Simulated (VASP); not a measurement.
# Cu in VASP: settings compared

Cu is run at these levels: LDA, PBEsol; tasks: single point.

Program: VASP 6.6.1. These are calculated values, not measurements. Logs are shortened: lines on timing, memory, paths and dates and some standing lists are left out, and cuts for length are marked.

**1. The cell of the first run**

The cell holds a slab with vacuum, 7 atoms: a = 2.488 Å, b = 2.488 Å, c = 28.187 Å, α = 90.00°, β = 90.00°, γ = 60.00°.

**2. Single point, LDA**

The input, INCAR:

```
ALGO = Normal
DIPOL = 0.5 0.5 0.500
EDIFF = 1E-6
ENCUT = 520
GGA = CA
IDIPOL = 3
ISIF = 2
ISMEAR = 1
LASPH = True
LCHARG = False
LDIPOL = True
LREAL = False
LWAVE = False
NBANDS = 48
NELM = 80
PREC = Accurate
SIGMA = 0.1
```

The input, KPOINTS:

```
k-points
0
Gamma
  15 15 1
```

The input, POSCAR:

```
Cu
1.0
    2.4875760381      0.0000000000      0.0000000000
    1.2437880191      2.1543040429      0.0000000000
    0.0000000000      0.0000000000     28.1865839790
Cu
7
Direct
    0.0000000000      0.0000000000      0.2843475022
    0.3333333333      0.3333333333      0.3557380222
    0.6666666667      0.6666666667      0.4277713856
    0.0000000000      0.0000000000      0.5000000031
    0.3333333333      0.3333333333      0.5722286190
    0.6666666667      0.6666666667      0.6442619771
    0.0000000000      0.0000000000      0.7156524907
```

Potentials or basis: VASP PAW LDA potentials, release 64 (Cu).

Started as:

```console
$ cat potpaw_LDA.64/Cu/POTCAR > POTCAR
$ mpirun -np 1 vasp_std > vasp.out
```

OUTCAR:

```text
EDIFF = 1E-6
   ENCUT = 520
   GGA = CA
   ISIF = 2
   ISMEAR = 1
   LASPH = True
   LREAL = False
   NELM = 80
   PREC = Accurate

 ion  position               nearest neighbor table
   1  0.000  0.000  0.284-   2 2.47   2 2.47   2 2.47
   2  0.333  0.333  0.356-   1 2.47   1 2.47   1 2.47   3 2.49   3 2.49   3 2.49
   3  0.667  0.667  0.428-   2 2.49   2 2.49   2 2.49   4 2.49   4 2.49   4 2.49
   4  0.000  0.000  0.500-   5 2.49   5 2.49   5 2.49   3 2.49   3 2.49   3 2.49
   5  0.333  0.333  0.572-   6 2.49   6 2.49   6 2.49   4 2.49   4 2.49   4 2.49
   6  0.667  0.667  0.644-   7 2.47   7 2.47   7 2.47   5 2.49   5 2.49   5 2.49
   7  0.000  0.000  0.716-   6 2.47   6 2.47   6 2.47

  LATTYP: Found a hexagonal cell.
 ALAT       =     2.4875760382
 C/A-ratio  =    11.3309436763

  Lattice vectors:

 A1 = (  -1.2437880191,  -2.1543040429,   0.0000000000)
 A2 = (   2.4875760381,   0.0000000000,   0.0000000000)
 A3 = (   0.0000000000,   0.0000000000,  28.1865839790)

Analysis of symmetry for initial positions (statically):
=====================================================================
 Subroutine PRICEL returns:
 Original cell was already a primitive cell.

 Routine SETGRP: Setting up the symmetry group for a
 hexagonal supercell.

 Subroutine GETGRP returns: Found 12 space group operations
 (whereof 12 operations were pure point group operations)
 out of a pool of 24 trial point group operations.

The static configuration has the point symmetry D_3d.

Analysis of symmetry for dynamics (positions and initial velocities):
=====================================================================
 Subroutine PRICEL returns:
 Original cell was already a primitive cell.

 Routine SETGRP: Setting up the symmetry group for a
 hexagonal supercell.

 Subroutine GETGRP returns: Found 12 space group operations
 (whereof 12 operations were pure point group operations)
 out of a pool of 24 trial point group operations.

The dynamic configuration has the point symmetry D_3d.

 Subroutine INISYM returns: Found 12 space group operations
 (whereof 12 operations are pure point group operations),
 and found     1 'primitive' translations

----------------------------------------------------------------------------------------

                                     Primitive cell

  volume of cell :     151.0518

  direct lattice vectors                    reciprocal lattice vectors
     2.487576038  0.000000000  0.000000000     0.401997762 -0.232093516  0.000000000
     1.243788019  2.154304043  0.000000000     0.000000000  0.464187032  0.000000000
     0.000000000  0.000000000 28.186583979     0.000000000  0.000000000  0.035477871

  length of vectors
     2.487576038  2.487576038 28.186583979     0.464187032  0.464187032  0.035477871

  position of ions in fractional coordinates (direct lattice)
     0.000000000  0.000000000  0.284347502
     0.333333333  0.333333333  0.355738022
     0.666666667  0.666666667  0.427771386
     0.000000000  0.000000000  0.500000003
     0.333333333  0.333333333  0.572228619
     0.666666667  0.666666667  0.644261977
     0.000000000  0.000000000  0.715652491

  ion indices of the primitive-cell ions
   primitive index   ion index
                 1           1
                 2           2
                 3           3
                 4           4
                 5           5
                 6           6
                 7           7

----------------------------------------------------------------------------------------

 KPOINTS: k-points

Automatic generation of k-mesh.
 Grid dimensions read from file:
 generate k-points for:   15   15    1

 Generating k-lattice:

  Cartesian coordinates                     Fractional coordinates (reciprocal lattice)
     0.026799851 -0.015472901  0.000000000     0.066666667  0.000000000  0.000000000
     0.000000000  0.030945802  0.000000000     0.000000000  0.066666667  0.000000000
     0.000000000  0.000000000  0.035477871     0.000000000  0.000000000  1.000000000

  Length of vectors
     0.030945802  0.030945802  0.035477871

  Shift w.r.t. Gamma in fractional coordinates (k-lattice)
     0.000000000  0.000000000  0.000000000

 Subroutine IBZKPT returns following result:
 ===========================================

 Found     27 irreducible k-points:

 Following reciprocal coordinates:
            Coordinates               Weight
  0.000000  0.000000  0.000000      1.000000
  0.066667  0.000000  0.000000      6.000000
  0.133333  0.000000  0.000000      6.000000
  0.200000 -0.000000  0.000000      6.000000
  0.266667  0.000000  0.000000      6.000000
  0.333333  0.000000  0.000000      6.000000
[... 16 lines left out ...]
 -0.466667  0.200000  0.000000     12.000000
 -0.400000  0.200000  0.000000      6.000000
 [... further k-points ...]
   k-points           NKPTS =     27   k-points in BZ     NKDIM =     27   number of bands    NBANDS=     48
   number of dos      NEDOS =    301   number of ions     NIONS =      7
   total plane-waves  NPLWV =  84000
   dimension x,y,z NGX =    20 NGY =   20 NGZ =  210
   dimension x,y,z NGXF=    40 NGYF=   40 NGZF=  420
   ions per type =               7
   NGX,Y,Z   is equivalent  to a cutoff of  13.37, 13.37, 12.39 a.u.
   NGXF,Y,Z  is equivalent  to a cutoff of  26.73, 26.73, 24.77 a.u.
 SYSTEM =  unknown system
   PREC   = accura    normal or accurate (medium, high low for compatibility)
   ISTART =      0    job   : 0-new  1-cont  2-samecut
   ICHARG =      2    charge: 1-file 2-atom 10-const
   ISPIN  =      1    spin polarized calculation?
   LNONCOLLINEAR =      F non collinear calculations
   LSORBIT =      F    spin-orbit coupling
   LASPH  =      T    aspherical Exc in radial PAW
   ENCUT  =  520.0 eV  38.22 Ry    6.18 a.u.   4.63  4.63 52.41*2*pi/ulx,y,z
   NELM   =     80;   NELMIN=  2; NELMDL= -5     # of ELM steps
   EDIFF  = 0.1E-05   stopping-criterion for ELM
   LREAL  =      F    real-space projection
   EDIFFG = 0.1E-04   stopping-criterion for IOM
   NSW    =      0    number of steps for IOM
   IBRION =     -1    ionic relax: 0-MD 1-quasi-New 2-CG
   NFREE  =      0    steps in history (QN), initial steepest desc. (CG)
   ISIF   =      2    stress and relaxation
   ISYM   =      2    0-nonsym 1-usesym 2-fastsym
   POTIM  = 0.5000    time-step for ionic-motion
   TEBEG  =    0.0;   TEEND  =   0.0 temperature during run
   PSTRESS=    0.0 pullay stress
   NELECT =      77.0000    total number of electrons
   NUPDOWN=      -1.0000    fix difference up-down
   EMIN   =  10.00;   EMAX   =-10.00  energy-range for DOS
   EFERMI =   0.00;   METHOD = LEGACY
   ISMEAR =     1;   SIGMA  =   0.10  broadening in eV -4-tet -1-fermi 0-gaus
   EFERMI_NEDOS =   21; number of points for ismear=-14 and -15
   IALGO  =     38    algorithm
   IMIX   =      4    mixing-type and parameters
     AMIX     =   0.40;   BMIX     =  1.00
     AMIX_MAG =   1.60;   BMIX_MAG =  1.00
  volume/ion in A,a.u.               =      21.58       145.62
  Fermi-wavevector in a.u.,A,eV,Ry     =   1.307765  2.471318 23.269364  1.710250
  Thomas-Fermi vector in A             =   2.438478
   LORBIT       =      0    0 simple, 1 ext, 2 COOP (PROOUT), +10 PAW based schemes
   GGA     = CA    functional components
   LHFCALC =     F    Hartree Fock is set to
   AEXX    =    0.0000 exact exchange contribution
   IVDW    =     0    specifies the selected vdW correction
   LEPSILON=     F    determine dielectric tensor
   LRPA    =     F    only Hartree local field effects (RPA)
 non-spin polarized calculation
 Methfessel and Paxton  Order N= 1 SIGMA  =   0.10
  energy-cutoff  :      520.00
  volume of cell :      151.05
 maximum number of plane-waves:      4118
   NGX =  9   NGY =  9   NGZ =105

 dipolmoment           0.000000      0.000000     -0.000000 electrons x Angstroem

 number of electron      76.9999996 magnetization

 dipolmoment           0.000000      0.000000      0.000000 electrons x Angstroem

 Free energy of the ion-electron system (eV)
  ---------------------------------------------------
  ext. energy  EPLUGINS =         0.00000000
  ---------------------------------------------------
  free energy    TOTEN  =       -31.79741301 eV

  energy without entropy =      -31.79776653  energy(sigma->0) =      -31.79753085

 E-fermi :   1.7796     XC(G=0):  -7.5518

 val. band max:        1.7534815216   @ k =   0.2667   0.1333   0.0000
 cond. band min:       1.8279942498   @ k =  -0.4667   0.1333   0.0000
 fundamental gap:      0.0745127282
 Fermi energy:         1.7795896452

 k-point     1 :       0.0000    0.0000    0.0000
  band No.  band energies     occupation
      1      -8.1864      2.00000
      2      -7.6633      2.00000
      3      -6.8313      2.00000
      4      -5.8049      2.00000
      5      -4.7746      2.00000
      6      -4.1247      2.00000
[... 40 lines left out ...]
     47       7.9301      0.00000
     48       8.4142      0.00000

 k-point     2 :       0.0667    0.0000    0.0000
  band No.  band energies     occupation
      1      -8.0347      2.00000
      2      -7.5144      2.00000
      3      -6.6874      2.00000
      4      -5.6682      2.00000
      5      -4.6481      2.00000
      6      -4.0117      2.00000
[... 40 lines left out ...]
     47       8.0666      0.00000
     48       8.5373      0.00000

 k-point     3 :       0.1333    0.0000    0.0000
  band No.  band energies     occupation
      1      -7.5869      2.00000
      2      -7.0768      2.00000
      3      -6.2677      2.00000
      4      -5.2753      2.00000
      5      -4.2932      2.00000
      6      -3.6986      2.00000
[... 1060 lines left out ...]
     47       9.6118      0.00000
     48       9.9016      0.00000

 k-point    24 :      -0.4000    0.2000    0.0000
  band No.  band energies     occupation
      1      -3.3273      2.00000
      2      -3.2880      2.00000
      3      -3.1199      2.00000
      4      -3.1019      2.00000
      5      -2.9559      2.00000
      6      -2.9054      2.00000
[... 40 lines left out ...]
     47       9.2840      0.00000
     48       9.6919      0.00000

 [... further k-points ...]

------------------------ aborting loop because EDIFF is reached ----------------------------------------

 vacuum level on the upper side and lower side of the slab       (xc-potential included)        -0.178        -0.178

  FORCE on cell =-STRESS in cart. coord.  units (eV):
  Direction    XX          YY          ZZ          XY          YZ          ZX
  --------------------------------------------------------------------------------------
  -------------------------------------------------------------------------------------
  Total       -1.4118097     -1.4118097      0.4095670     -0.0000000      0.0000000      0.0000000
  in kB      -14.9747963    -14.9747963      4.3441996     -0.0000000      0.0000000      0.0000000
  external PRESSURE =      -8.5351310 kB  Pullay stress =       0.0000000 kB

 VOLUME and BASIS-vectors are now :
 -----------------------------------------------------------------------------
  energy-cutoff  :      520.00
  volume of cell :      151.05
      direct lattice vectors                 reciprocal lattice vectors
     2.487576038  0.000000000  0.000000000     0.401997762 -0.232093516  0.000000000
     1.243788019  2.154304043  0.000000000     0.000000000  0.464187032  0.000000000
     0.000000000  0.000000000 28.186583979     0.000000000  0.000000000  0.035477871

 POSITION                                       TOTAL-FORCE (eV/Angst)
 -----------------------------------------------------------------------------------
      0.00000      0.00000      8.01478        -0.000000      0.000000     -0.036123
      1.24379      0.71810     10.02704        -0.000000     -0.000000     -0.000477
      2.48758      1.43620     12.05741        -0.000000     -0.000000      0.000381
      0.00000      0.00000     14.09329        -0.000000      0.000000      0.000000
      1.24379      0.71810     16.12917         0.000000      0.000000     -0.000381
      2.48758      1.43620     18.15954         0.000000      0.000000      0.000477
      0.00000      0.00000     20.17180        -0.000000      0.000000      0.036123
 -----------------------------------------------------------------------------------
    total drift:                               -0.000000     -0.000000     -0.000001

  FREE ENERGIE OF THE ION-ELECTRON SYSTEM (eV)
  ---------------------------------------------------
  free  energy   TOTEN  =       -31.7974130108 eV

  energy  without entropy=      -31.7977665302  energy(sigma->0) =      -31.79753085

 vacuum level on the upper side and lower side of the slab         6.806         6.806
```

It took 4.9 min on 1 thread of Intel Xeon Platinum 8259CL at 2.50GHz (Skylake/Cascade Lake), shared host; peak memory 0.3 GiB.

What came out:

```yaml
Free_energy: -31.7974 eV
Largest_force: 0.036 eV/Å
Band_gap_on_the_k_mesh: zero (an odd number of electrons rules out a gap without spin polarisation)
```

Forces in eV/Å, atoms in the order of the input:
```
Cu   0.000  0.000 -0.036
Cu   0.000  0.000  0.000
Cu   0.000  0.000  0.000
Cu   0.000  0.000  0.000
Cu   0.000  0.000  0.000
Cu   0.000  0.000  0.000
Cu   0.000  0.000  0.036
```

(Continued in part 2 of 2.)

The gap in the log of VASP goes by the Fermi energy; the results here count the filled bands.